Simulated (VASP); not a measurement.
# NaCl (Pm-3m) in VASP: further runs

NaCl is run at these levels: PBEsol, LDA; tasks: relaxation of cell and atoms.

Everything below comes from runs of VASP 6.6.1. Logs are shortened: lines on timing, memory, paths and dates and some standing lists are left out, and cuts for length are marked.

**1. The cell of the first run**

It takes space group Pm-3m (No. 221, cubic). Conventional cell: a = 3.506 Å, b = 3.506 Å, c = 3.506 Å, α = 90.00°, β = 90.00°, γ = 90.00°. Na (site symmetry m-3m) has 8 Cl at 3.04 Å and 6 Na at 3.51 Å within 4.0 Å. Cl (site symmetry m-3m) has 8 Na at 3.04 Å and 6 Cl at 3.51 Å within 4.0 Å.

**2. Relaxation of cell and atoms, PBEsol**

Contents of INCAR:

```
PREC = Accurate
ENCUT = 600
EDIFF = 1E-6
ISMEAR = -1
SIGMA = 0.02
LREAL = F
LASPH = T
NELM = 60
ALGO = Normal
ISIF = 3
LWAVE = F
LCHARG = F
GGA = PS
IBRION = 2
NSW = 80
EDIFFG = -0.005
```

Contents of KPOINTS:

```
Automatic mesh
0
Gamma
  6 6 6
```

Contents of POSCAR:

```
NaCl
1.0
    3.5064772056      0.0000000000      0.0000000000
    0.0000000000      3.5064772056      0.0000000000
    0.0000000000      0.0000000000      3.5064772056
Na Cl
1 1
Direct
    0.0000000000      0.0000000000      0.0000000000
    0.5000000000      0.5000000000      0.5000000000
```

Potentials or basis: VASP PAW PBE potentials, release 64 (Na_pv, Cl).

On the command line:

```console
$ cat potpaw_PBE.64/Na_pv/POTCAR potpaw_PBE.64/Cl/POTCAR > POTCAR
$ mpirun -np 1 vasp_std > vasp.out
```

OUTCAR:

```text
PREC = Accurate
   ENCUT = 600
   EDIFF = 1E-6
   ISMEAR = -1
   LREAL = F
   LASPH = T
   NELM = 60
   ISIF = 3
   GGA = PS
   IBRION = 2
   NSW = 80
   EDIFFG = -0.005

 ion  position               nearest neighbor table
   1  0.000  0.000  0.000-
   2  0.500  0.500  0.500-

  LATTYP: Found a simple cubic cell.
 ALAT       =     3.5064772056

  Lattice vectors:

 A1 = (   3.5064772056,   0.0000000000,   0.0000000000)
 A2 = (   0.0000000000,   3.5064772056,   0.0000000000)
 A3 = (   0.0000000000,   0.0000000000,   3.5064772056)

Analysis of symmetry for initial positions (statically):
=====================================================================
 Subroutine PRICEL returns:
 Original cell was already a primitive cell.

 Routine SETGRP: Setting up the symmetry group for a
 simple cubic supercell.

 Subroutine GETGRP returns: Found 48 space group operations
 (whereof 48 operations were pure point group operations)
 out of a pool of 48 trial point group operations.

The static configuration has the point symmetry O_h .

Analysis of symmetry for dynamics (positions and initial velocities):
=====================================================================
 Subroutine PRICEL returns:
 Original cell was already a primitive cell.

 Routine SETGRP: Setting up the symmetry group for a
 simple cubic supercell.

 Subroutine GETGRP returns: Found 48 space group operations
 (whereof 48 operations were pure point group operations)
 out of a pool of 48 trial point group operations.

The dynamic configuration has the point symmetry O_h .

 Subroutine INISYM returns: Found 48 space group operations
 (whereof 48 operations are pure point group operations),
 and found     1 'primitive' translations

----------------------------------------------------------------------------------------

                                     Primitive cell

  volume of cell :      43.1135

  direct lattice vectors                    reciprocal lattice vectors
     3.506477206  0.000000000  0.000000000     0.285186511  0.000000000  0.000000000
     0.000000000  3.506477206  0.000000000     0.000000000  0.285186511  0.000000000
     0.000000000  0.000000000  3.506477206     0.000000000  0.000000000  0.285186511

  length of vectors
     3.506477206  3.506477206  3.506477206     0.285186511  0.285186511  0.285186511

  position of ions in fractional coordinates (direct lattice)
     0.000000000  0.000000000  0.000000000
     0.500000000  0.500000000  0.500000000

  ion indices of the primitive-cell ions
   primitive index   ion index
                 1           1
                 2           2

----------------------------------------------------------------------------------------

 KPOINTS: Automatic mesh

Automatic generation of k-mesh.
 Grid dimensions read from file:
 generate k-points for:    6    6    6

 Generating k-lattice:

  Cartesian coordinates                     Fractional coordinates (reciprocal lattice)
     0.047531085  0.000000000  0.000000000     0.166666667  0.000000000  0.000000000
     0.000000000  0.047531085  0.000000000     0.000000000  0.166666667  0.000000000
     0.000000000  0.000000000  0.047531085     0.000000000  0.000000000  0.166666667

  Length of vectors
     0.047531085  0.047531085  0.047531085

  Shift w.r.t. Gamma in fractional coordinates (k-lattice)
     0.000000000  0.000000000  0.000000000

 Subroutine IBZKPT returns following result:
 ===========================================

 Found     20 irreducible k-points:

 Following reciprocal coordinates:
            Coordinates               Weight
  0.000000  0.000000  0.000000      1.000000
  0.166667  0.000000  0.000000      6.000000
  0.333333  0.000000  0.000000      6.000000
  0.500000  0.000000  0.000000      3.000000
  0.166667  0.166667  0.000000     12.000000
  0.333333  0.166667  0.000000     24.000000
[... 12 lines left out ...]
  0.500000  0.500000  0.333333      6.000000
  0.500000  0.500000  0.500000      1.000000
   k-points           NKPTS =     20   k-points in BZ     NKDIM =     20   number of bands    NBANDS=     11
   number of dos      NEDOS =    301   number of ions     NIONS =      2
   total plane-waves  NPLWV =  21952
   dimension x,y,z NGX =    28 NGY =   28 NGZ =   28
   dimension x,y,z NGXF=    56 NGYF=   56 NGZF=   56
   ions per type =               1   1
   NGX,Y,Z   is equivalent  to a cutoff of  13.28, 13.28, 13.28 a.u.
   NGXF,Y,Z  is equivalent  to a cutoff of  26.55, 26.55, 26.55 a.u.
 SYSTEM =  unknown system
   PREC   = accura    normal or accurate (medium, high low for compatibility)
   ISTART =      0    job   : 0-new  1-cont  2-samecut
   ICHARG =      2    charge: 1-file 2-atom 10-const
   ISPIN  =      1    spin polarized calculation?
   LNONCOLLINEAR =      F non collinear calculations
   LSORBIT =      F    spin-orbit coupling
   LASPH  =      T    aspherical Exc in radial PAW
   ENCUT  =  600.0 eV  44.10 Ry    6.64 a.u.   7.00  7.00  7.00*2*pi/ulx,y,z
   NELM   =     60;   NELMIN=  2; NELMDL= -5     # of ELM steps
   EDIFF  = 0.1E-05   stopping-criterion for ELM
   LREAL  =      F    real-space projection
   EDIFFG = -.5E-02   stopping-criterion for IOM
   NSW    =     80    number of steps for IOM
   IBRION =      2    ionic relax: 0-MD 1-quasi-New 2-CG
   NFREE  =      1    steps in history (QN), initial steepest desc. (CG)
   ISIF   =      3    stress and relaxation
   ISYM   =      2    0-nonsym 1-usesym 2-fastsym
   POTIM  = 0.5000    time-step for ionic-motion
   TEBEG  =    0.0;   TEEND  =   0.0 temperature during run
   PSTRESS=    0.0 pullay stress
   NELECT =      14.0000    total number of electrons
   NUPDOWN=      -1.0000    fix difference up-down
   EMIN   =  10.00;   EMAX   =-10.00  energy-range for DOS
   EFERMI =   0.00;   METHOD = LEGACY
   ISMEAR =    -1;   SIGMA  =   0.02  broadening in eV -4-tet -1-fermi 0-gaus
   EFERMI_NEDOS =   21; number of points for ismear=-14 and -15
   IALGO  =     38    algorithm
   IMIX   =      4    mixing-type and parameters
     AMIX     =   0.40;   BMIX     =  1.00
     AMIX_MAG =   1.60;   BMIX_MAG =  1.00
  volume/ion in A,a.u.               =      21.56       145.47
  Fermi-wavevector in a.u.,A,eV,Ry     =   1.125243  2.126402 17.227327  1.266173
  Thomas-Fermi vector in A             =   2.261919
   LORBIT       =      0    0 simple, 1 ext, 2 COOP (PROOUT), +10 PAW based schemes
   GGA     = PS    functional components
   LHFCALC =     F    Hartree Fock is set to
   AEXX    =    0.0000 exact exchange contribution
   IVDW    =     0    specifies the selected vdW correction
   LEPSILON=     F    determine dielectric tensor
   LRPA    =     F    only Hartree local field effects (RPA)
 conjugate gradient relaxation of ions
 non-spin polarized calculation
  energy-cutoff  :      600.00
  volume of cell :       43.11
 maximum number of plane-waves:      1472
   NGX = 15   NGY = 15   NGZ = 15

--------------------------------------- Ionic step        1  -------------------------------------------

 number of electron      13.9999981 magnetization

 Free energy of the ion-electron system (eV)
  ---------------------------------------------------
  ext. energy  EPLUGINS =         0.00000000
  ---------------------------------------------------
  free energy    TOTEN  =        -6.72152024 eV

  energy without entropy =       -6.72152024  energy(sigma->0) =       -6.72152024

------------------------ aborting loop because EDIFF is reached ----------------------------------------

  FORCE on cell =-STRESS in cart. coord.  units (eV):
  Direction    XX          YY          ZZ          XY          YZ          ZX
  --------------------------------------------------------------------------------------
  -------------------------------------------------------------------------------------
  Total       -0.3446183     -0.3446183     -0.3446183      0.0000000     -0.0000000     -0.0000000
  in kB      -12.8066581    -12.8066581    -12.8066581      0.0000000     -0.0000000     -0.0000000
  external PRESSURE =     -12.8066581 kB  Pullay stress =       0.0000000 kB

 VOLUME and BASIS-vectors are now :
 -----------------------------------------------------------------------------
  energy-cutoff  :      600.00
  volume of cell :       43.11
      direct lattice vectors                 reciprocal lattice vectors
     3.506477206  0.000000000  0.000000000     0.285186511  0.000000000  0.000000000
     0.000000000  3.506477206  0.000000000     0.000000000  0.285186511  0.000000000
     0.000000000  0.000000000  3.506477206     0.000000000  0.000000000  0.285186511
[... 73 lines left out ...]
 POSITION                                       TOTAL-FORCE (eV/Angst)
 -----------------------------------------------------------------------------------
      0.00000      0.00000      0.00000        -0.000000      0.000000     -0.000000
      1.72654      1.72654      1.72654         0.000000     -0.000000      0.000000
 -----------------------------------------------------------------------------------
    total drift:                               -0.000000      0.000000      0.000000

  FREE ENERGIE OF THE ION-ELECTRON SYSTEM (eV)
  ---------------------------------------------------
  free  energy   TOTEN  =        -6.7304151978 eV

  energy  without entropy=       -6.7304151978  energy(sigma->0) =       -6.73041520

--------------------------------------- Ionic step        4  -------------------------------------------

 number of electron      14.0000005 magnetization

 Free energy of the ion-electron system (eV)
  ---------------------------------------------------
  ext. energy  EPLUGINS =         0.00000000
  ---------------------------------------------------
  free energy    TOTEN  =        -6.73049068 eV

  energy without entropy =       -6.73049068  energy(sigma->0) =       -6.73049068

 E-fermi :   1.1105     XC(G=0):  -8.7936

 val. band max:        0.7038408785   @ k =   0.5000   0.5000   0.0000
 cond. band min:       4.6919333668   @ k =   0.0000   0.0000   0.0000
 fundamental gap:      3.9880924883
 Fermi energy:         1.1104986451

 k-point     1 :       0.0000    0.0000    0.0000
  band No.  band energies     occupation
      1     -21.1396      2.00000
      2     -21.1396      2.00000
      3     -21.1396      2.00000
      4     -12.8359      2.00000
      5       0.1636      2.00000
      6       0.1636      2.00000
      7       0.1636      2.00000
      8       4.6919      0.00000
      9       9.0584      0.00000
     10       9.0584      0.00000
     11      16.7217      0.00000

 k-point     2 :       0.1667    0.0000    0.0000
  band No.  band energies     occupation
      1     -21.1524      2.00000
      2     -21.1384      2.00000
      3     -21.1384      2.00000
      4     -12.7387      2.00000
      5      -0.7088      2.00000
      6       0.2247      2.00000
      7       0.2247      2.00000
      8       5.4479      0.00000
      9       9.3715      0.00000
     10       9.6862      0.00000
     11      14.7163      0.00000
[... 272 lines left out ...]
 POSITION                                       TOTAL-FORCE (eV/Angst)
 -----------------------------------------------------------------------------------
      0.00000      0.00000      0.00000        -0.000000      0.000000      0.000000
      1.72408      1.72408      1.72408         0.000000     -0.000000      0.000000
 -----------------------------------------------------------------------------------
    total drift:                               -0.000000      0.000000      0.000000

  FREE ENERGIE OF THE ION-ELECTRON SYSTEM (eV)
  ---------------------------------------------------
  free  energy   TOTEN  =        -6.7304906834 eV

  energy  without entropy=       -6.7304906834  energy(sigma->0) =       -6.73049068

 reached required accuracy - stopping structural energy minimisation
```

It took 52 s on 1 thread of AMD EPYC 7R13, shared host; peak memory 0.13 GiB.

Results:

```yaml
Free_energy: -6.7305 eV
Relaxed_volume: 20.50 Å³/atom
Relaxed_cell: a = 3.448 Å, b = 3.448 Å, c = 3.448 Å, α = 90.00°, β = 90.00°, γ = 90.00°
Space_group_after_relaxing_to_0.05_Å: Pm-3m (No. 221)
Energy_gained_by_relaxing: 4.5 meV/atom
Ionic_steps: 4
Pressure_after_relaxing: 0.0 GPa
Band_gap_on_the_k_mesh: 3.99 eV, indirect (least direct gap 4.53 eV)
```

The path:
| step | energy change (eV) | largest force (eV/Å) | pressure (GPa) | volume (Å³) |
| --- | --- | --- | --- | --- |
| 1 | 0.0000 | 0.0000 | -1.28 | 43.11 |
| 2 | -0.0066 | 0.0000 | -0.68 | 42.05 |
| 3 | -0.0089 | 0.0000 | -0.12 | 41.17 |
| 4 | -0.0090 | 0.0000 | 0.02 | 41.00 |

Final structure:
```cif
data_structure
_symmetry_space_group_name_H-M 'P 1'
_symmetry_Int_Tables_number 1
_cell_length_a 3.4482
_cell_length_b 3.4482
_cell_length_c 3.4482
_cell_angle_alpha 90.000
_cell_angle_beta 90.000
_cell_angle_gamma 90.000
_cell_volume 41.00
loop_
_atom_site_label
_atom_site_type_symbol
_atom_site_fract_x
_atom_site_fract_y
_atom_site_fract_z
_atom_site_occupancy
Na1 Na 0.00000 0.00000 0.00000 1
Cl1 Cl 0.50000 0.50000 0.50000 1
```

Levels at points of the mesh, in eV from the valence-band top:
| k point | band 3 | band 4 | band 5 | band 6 | band 7 | band 8 | band 9 | band 10 | band 11 |
| --- | --- | --- | --- | --- | --- | --- | --- | --- | --- |
| (0.00, 0.00, 0.00) | -21.84 | -13.54 | -0.54 | -0.54 | -0.54 | 3.99 | 8.35 | 8.35 | 16.02 |
| (0.50, 0.00, 0.00) | -21.84 | -13.12 | -3.22 | -0.28 | -0.28 | 6.88 | 8.80 | 10.36 | 11.88 |
| (0.50, 0.50, 0.00) | -21.83 | -12.82 | -2.48 | -2.48 | 0.00 | 5.41 | 9.83 | 11.17 | 11.17 |
| (0.50, 0.50, 0.50) | -21.88 | -12.51 | -2.03 | -2.03 | -2.03 | 6.96 | 6.96 | 6.96 | 12.03 |

Caveat: the PAW data sets were made with another functional, which shifts forces and pressure a little. PBEsol gaps usually lie below the measured ones, often by a third to a half.

**3. Relaxation of cell and atoms, LDA**

Contents of INCAR:

```
SYSTEM = NaCl
  PREC = Accurate
  ENCUT = 600
  EDIFF = 1E-6
  ISMEAR = -1
  SIGMA = 0.02
  LREAL = .False.
  LASPH = .True.
  NELM = 100
  ALGO = Normal
  ISIF = 3
  LWAVE = .False.
  LCHARG = .False.
  IBRION = 2
  NSW = 80
  EDIFFG = -0.005
```

Contents of KPOINTS:

```
regular mesh
0
Gamma
  6 6 6
  0 0 0
```

POSCAR is that of step 2.

Potentials or basis: VASP PAW LDA potentials, release 64 (Na_pv, Cl).

On the command line:

```console
$ cat potpaw_LDA.64/Na_pv/POTCAR potpaw_LDA.64/Cl/POTCAR > POTCAR
$ mpirun -np 1 vasp_std > vasp.out
```

Wall time 88 s (1 thread of AMD EPYC 7R13, shared host); peak memory 0.11 GiB.

It converged, with:

```
Free energy                            : -7.1227 eV
Relaxed volume                         : 19.14 Å³/atom
Relaxed cell                           : a = 3.370 Å, b = 3.370 Å, c = 3.370 Å, α = 90.00°, β = 90.00°, γ = 90.00°
Space group after relaxing (to 0.05 Å) : Pm-3m (No. 221)
Energy gained by relaxing              : 26.8 meV/atom
Ionic steps                            : 16
Pressure after relaxing                : 0.0 GPa
Band gap on the k mesh                 : 4.01 eV, indirect (least direct gap 4.62 eV)
```

The path:
```
step  energy change (eV)  largest force (eV/Å)  pressure (GPa)  volume (Å³)
   1              0.0000                0.0000           -3.16        43.11
   2             -0.0405                0.0000           -1.87        40.52
   3             -0.0496                0.0000            1.00        37.08
   4             -0.0537                0.0000            0.10        38.19
   5             -0.0537                0.0000           -0.07        38.31
   6             -0.0537                0.0000           -0.06        38.30
   7             -0.0537                0.0000           -0.07        38.30
   8             -0.0537                0.0000           -0.04        38.30
   9             -0.0537                0.0000           -0.05        38.30
  10             -0.0537                0.0000           -0.05        38.30
  11             -0.0537                0.0000           -0.05        38.30
  12             -0.0537                0.0000           -0.05        38.30
  13             -0.0537                0.0000           -0.05        38.30
  14             -0.0537                0.0000           -0.06        38.30
  15             -0.0537                0.0000           -0.07        38.30
  16             -0.0537                0.0000           -0.02        38.29
```

Final structure:
```cif
data_structure
_symmetry_space_group_name_H-M 'P 1'
_symmetry_Int_Tables_number 1
_cell_length_a 3.3705
_cell_length_b 3.3705
_cell_length_c 3.3705
_cell_angle_alpha 90.000
_cell_angle_beta 90.000
_cell_angle_gamma 90.000
_cell_volume 38.29
loop_
_atom_site_label
_atom_site_type_symbol
_atom_site_fract_x
_atom_site_fract_y
_atom_site_fract_z
_atom_site_occupancy
Na1 Na 0.00000 0.00000 0.00000 1
Cl1 Cl 0.50000 0.50000 0.50000 1
```

Levels at points of the mesh, in eV from the valence-band top:
```csv
k point,band 3,band 4,band 5,band 6,band 7,band 8,band 9,band 10,band 11
"(0.00, 0.00, 0.00)",-21.94,-13.76,-0.61,-0.61,-0.61,4.01,8.12,8.12,16.23
"(0.50, 0.00, 0.00)",-21.93,-13.25,-3.61,-0.33,-0.33,6.92,9.04,10.24,11.87
"(0.50, 0.50, 0.00)",-21.92,-12.89,-2.77,-2.77,0.00,5.14,9.83,11.40,11.40
"(0.50, 0.50, 0.50)",-21.98,-12.52,-2.28,-2.28,-2.28,6.75,6.75,6.75,12.18
```
